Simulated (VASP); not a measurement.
# K3Os (Pm-3m) in VASP: a series of runs, part 2 of 2

VASP 6.6.1. Earlier steps stand in the parts before.

## (3) Single point, PBE

Input file INCAR:

```
SYSTEM = K3Os
ALGO     = Fast           ! electronic algorithm
EDIFF    = 1E-6           ! SCF threshold, eV
ENCUT    = 520            ! plane-wave cutoff, eV
GGA      = PE             ! functional
ISIF     = 2              ! what is computed and relaxed
ISMEAR   = 0              ! smearing method
LASPH    = .TRUE.         ! aspherical terms in the spheres
LCHARG   = .FALSE.        ! write CHGCAR
LREAL    = .FALSE.        ! projectors in reciprocal space
LWAVE    = .FALSE.        ! write WAVECAR
NBANDS   = 26             ! bands
NELM     = 60             ! most SCF steps
PREC     = Accurate       ! precision mode
SIGMA    = 0.1            ! smearing width, eV
```

Input file KPOINTS:

```
k-points
0
G
  10 10 10
  0 0 0
```

Input file POSCAR:

```
K3Os
1.0
    5.2061071862      0.0000000000      0.0000000000
    0.0000000000      5.2061071862      0.0000000000
    0.0000000000      0.0000000000      5.2061071862
K Os
3 1
Direct
    0.0000000000      0.5000000000      0.5000000000
    0.5000000000      0.0000000000      0.5000000000
    0.5000000000      0.5000000000      0.0000000000
    0.0000000000      0.0000000000      0.0000000000
```

Potentials or basis: VASP PAW PBE potentials, release 64 (K_sv, Os).

Launch:

```bash
$ cat potpaw_PBE.64/K_sv/POTCAR potpaw_PBE.64/Os/POTCAR > POTCAR
$ mpirun -np 1 vasp_std > vasp.out
```

OUTCAR:

```text
SYSTEM = K3Os
   EDIFF = 1E-6
   ENCUT = 520
   GGA = PE
   ISIF = 2
   ISMEAR = 0
   LASPH = .TRUE.
   LREAL = .FALSE.
   NELM = 60
   PREC = Accurate

 ion  position               nearest neighbor table
   1  0.000  0.500  0.500-   2 3.68   3 3.68   3 3.68   2 3.68   2 3.68   3 3.68   3 3.68   2 3.68

   2  0.500  0.000  0.500-   1 3.68   3 3.68   3 3.68   1 3.68   3 3.68   3 3.68   1 3.68   1 3.68

   3  0.500  0.500  0.000-   1 3.68   2 3.68   1 3.68   2 3.68   2 3.68   2 3.68   1 3.68   1 3.68

   4  0.000  0.000  0.000-

  LATTYP: Found a simple cubic cell.
 ALAT       =     5.2061071862

  Lattice vectors:

 A1 = (   5.2061071862,   0.0000000000,   0.0000000000)
 A2 = (   0.0000000000,   5.2061071862,   0.0000000000)
 A3 = (   0.0000000000,   0.0000000000,   5.2061071862)

Analysis of symmetry for initial positions (statically):
=====================================================================
 Subroutine PRICEL returns:
 Original cell was already a primitive cell.

 Routine SETGRP: Setting up the symmetry group for a
 simple cubic supercell.

 Subroutine GETGRP returns: Found 48 space group operations
 (whereof 48 operations were pure point group operations)
 out of a pool of 48 trial point group operations.

The static configuration has the point symmetry O_h .

Analysis of symmetry for dynamics (positions and initial velocities):
=====================================================================
 Subroutine PRICEL returns:
 Original cell was already a primitive cell.

 Routine SETGRP: Setting up the symmetry group for a
 simple cubic supercell.

 Subroutine GETGRP returns: Found 48 space group operations
 (whereof 48 operations were pure point group operations)
 out of a pool of 48 trial point group operations.

The dynamic configuration has the point symmetry O_h .

 Subroutine INISYM returns: Found 48 space group operations
 (whereof 48 operations are pure point group operations),
 and found     1 'primitive' translations

----------------------------------------------------------------------------------------

                                     Primitive cell

  volume of cell :     141.1040

  direct lattice vectors                    reciprocal lattice vectors
     5.206107186  0.000000000  0.000000000     0.192082100  0.000000000  0.000000000
     0.000000000  5.206107186  0.000000000     0.000000000  0.192082100  0.000000000
     0.000000000  0.000000000  5.206107186     0.000000000  0.000000000  0.192082100

  length of vectors
     5.206107186  5.206107186  5.206107186     0.192082100  0.192082100  0.192082100

  position of ions in fractional coordinates (direct lattice)
     0.000000000  0.500000000  0.500000000
     0.500000000  0.000000000  0.500000000
     0.500000000  0.500000000  0.000000000
     0.000000000  0.000000000  0.000000000

  ion indices of the primitive-cell ions
   primitive index   ion index
                 1           1
                 2           2
                 3           3
                 4           4

----------------------------------------------------------------------------------------

 KPOINTS: k-points

Automatic generation of k-mesh.
 Grid dimensions read from file:
 generate k-points for:   10   10   10

 Generating k-lattice:

  Cartesian coordinates                     Fractional coordinates (reciprocal lattice)
     0.019208210  0.000000000  0.000000000     0.100000000  0.000000000  0.000000000
     0.000000000  0.019208210  0.000000000     0.000000000  0.100000000  0.000000000
     0.000000000  0.000000000  0.019208210     0.000000000  0.000000000  0.100000000

  Length of vectors
     0.019208210  0.019208210  0.019208210

  Shift w.r.t. Gamma in fractional coordinates (k-lattice)
     0.000000000  0.000000000  0.000000000

 Subroutine IBZKPT returns following result:
 ===========================================

 Found     56 irreducible k-points:

 Following reciprocal coordinates:
            Coordinates               Weight
  0.000000  0.000000  0.000000      1.000000
  0.100000  0.000000  0.000000      6.000000
  0.200000  0.000000  0.000000      6.000000
  0.300000  0.000000  0.000000      6.000000
  0.400000  0.000000  0.000000      6.000000
  0.500000  0.000000  0.000000      3.000000
[... 16 lines left out ...]
  0.200000  0.100000  0.100000     24.000000
  0.300000  0.100000  0.100000     24.000000
 [... further k-points ...]
   k-points           NKPTS =     56   k-points in BZ     NKDIM =     56   number of bands    NBANDS=     26
   number of dos      NEDOS =    301   number of ions     NIONS =      4
   total plane-waves  NPLWV =  64000
   dimension x,y,z NGX =    40 NGY =   40 NGZ =   40
   dimension x,y,z NGXF=    80 NGYF=   80 NGZF=   80
   ions per type =               3   1
   NGX,Y,Z   is equivalent  to a cutoff of  12.77, 12.77, 12.77 a.u.
   NGXF,Y,Z  is equivalent  to a cutoff of  25.55, 25.55, 25.55 a.u.
 SYSTEM =  K3Os
   PREC   = accura    normal or accurate (medium, high low for compatibility)
   ISTART =      0    job   : 0-new  1-cont  2-samecut
   ICHARG =      2    charge: 1-file 2-atom 10-const
   ISPIN  =      1    spin polarized calculation?
   LNONCOLLINEAR =      F non collinear calculations
   LSORBIT =      F    spin-orbit coupling
   LASPH  =      T    aspherical Exc in radial PAW
   ENCUT  =  520.0 eV  38.22 Ry    6.18 a.u.   9.68  9.68  9.68*2*pi/ulx,y,z
   NELM   =     60;   NELMIN=  2; NELMDL= -5     # of ELM steps
   EDIFF  = 0.1E-05   stopping-criterion for ELM
   LREAL  =      F    real-space projection
   EDIFFG = 0.1E-04   stopping-criterion for IOM
   NSW    =      0    number of steps for IOM
   IBRION =     -1    ionic relax: 0-MD 1-quasi-New 2-CG
   NFREE  =      0    steps in history (QN), initial steepest desc. (CG)
   ISIF   =      2    stress and relaxation
   ISYM   =      2    0-nonsym 1-usesym 2-fastsym
   POTIM  = 0.5000    time-step for ionic-motion
   TEBEG  =    0.0;   TEEND  =   0.0 temperature during run
   PSTRESS=    0.0 pullay stress
   NELECT =      35.0000    total number of electrons
   NUPDOWN=      -1.0000    fix difference up-down
   EMIN   =  10.00;   EMAX   =-10.00  energy-range for DOS
   EFERMI =   0.00;   METHOD = LEGACY
   ISMEAR =     0;   SIGMA  =   0.10  broadening in eV -4-tet -1-fermi 0-gaus
   EFERMI_NEDOS =   21; number of points for ismear=-14 and -15
   IALGO  =     68    algorithm
   IMIX   =      4    mixing-type and parameters
     AMIX     =   0.40;   BMIX     =  1.00
     AMIX_MAG =   1.60;   BMIX_MAG =  1.00
  volume/ion in A,a.u.               =      35.28       238.05
  Fermi-wavevector in a.u.,A,eV,Ry     =   1.028611  1.943793 14.395510  1.058040
  Thomas-Fermi vector in A             =   2.162616
   LORBIT       =      0    0 simple, 1 ext, 2 COOP (PROOUT), +10 PAW based schemes
   GGA     = PE    functional components
   LHFCALC =     F    Hartree Fock is set to
   AEXX    =    0.0000 exact exchange contribution
   IVDW    =     0    specifies the selected vdW correction
   LEPSILON=     F    determine dielectric tensor
   LRPA    =     F    only Hartree local field effects (RPA)
 non-spin polarized calculation
 RMM-DIIS sequential band-by-band and
 Gauss-broadening in eV      SIGMA  =   0.10
  energy-cutoff  :      520.00
  volume of cell :      141.10
 maximum number of plane-waves:      3840
 NGX is ok and might be reduce to    40
   NGX = 19   NGY = 19   NGZ = 19

 number of electron      35.0000000 magnetization

 Free energy of the ion-electron system (eV)
  ---------------------------------------------------
  ext. energy  EPLUGINS =         0.00000000
  ---------------------------------------------------
  free energy    TOTEN  =        -8.49796093 eV

  energy without entropy =       -8.44629280  energy(sigma->0) =       -8.47212687

 E-fermi :   1.2689     XC(G=0):  -7.9891

 val. band max:        1.2655280866   @ k =   0.4000   0.4000   0.0000
 cond. band min:       1.2785241784   @ k =   0.5000   0.5000   0.3000
 fundamental gap:      0.0129960918
 Fermi energy:         1.2689075603

 k-point     1 :       0.0000    0.0000    0.0000
  band No.  band energies     occupation
      1     -30.0673      2.00000
      2     -29.9784      2.00000
      3     -29.9784      2.00000
      4     -13.8296      2.00000
      5     -13.8296      2.00000
      6     -13.8296      2.00000
[... 18 lines left out ...]
     25       5.2607      0.00000
     26       5.2618      0.00000
[... 644 lines left out ...]
      4     -13.8466      2.00000
      5     -13.7648      2.00000
      6     -13.7178      2.00000
[... 18 lines left out ...]
     25       5.6615      0.00000
     26       5.9698      0.00000

 [... further k-points ...]
[... 5 lines left out ...]
  --------------------------------------------------------------------------------------
  -------------------------------------------------------------------------------------
  Total        0.0363321      0.0363321      0.0363321     -0.0000000     -0.0000000      0.0000000
  in kB        0.4125359      0.4125359      0.4125359     -0.0000000     -0.0000000      0.0000000
  external PRESSURE =       0.4125359 kB  Pullay stress =       0.0000000 kB

 VOLUME and BASIS-vectors are now :
 -----------------------------------------------------------------------------
  energy-cutoff  :      520.00
  volume of cell :      141.10
      direct lattice vectors                 reciprocal lattice vectors
     5.206107186  0.000000000  0.000000000     0.192082100  0.000000000  0.000000000
     0.000000000  5.206107186  0.000000000     0.000000000  0.192082100  0.000000000
     0.000000000  0.000000000  5.206107186     0.000000000  0.000000000  0.192082100

 POSITION                                       TOTAL-FORCE (eV/Angst)
 -----------------------------------------------------------------------------------
      0.00000      2.60305      2.60305         0.000000      0.000000      0.000000
      2.60305      0.00000      2.60305         0.000000      0.000000      0.000000
      2.60305      2.60305      0.00000         0.000000      0.000000      0.000000
      0.00000      0.00000      0.00000         0.000000      0.000000      0.000000
 -----------------------------------------------------------------------------------
    total drift:                                0.000000     -0.000000     -0.000000

  FREE ENERGIE OF THE ION-ELECTRON SYSTEM (eV)
  ---------------------------------------------------
  free  energy   TOTEN  =        -8.4979609295 eV

  energy  without entropy=       -8.4462928010  energy(sigma->0) =       -8.47212687
```

Wall time 4.2 min (1 thread of Oxide Virtual Turin-like, shared host); peak memory 0.33 GiB.

What came out:

```yaml
Free_energy: -8.4980 eV
Pressure: 0.0 GPa
Band_gap_on_the_k_mesh: zero (an odd number of electrons rules out a gap without spin polarisation)
```

Caveat: spin-orbit coupling is left out, which moves the levels of the heavy elements.
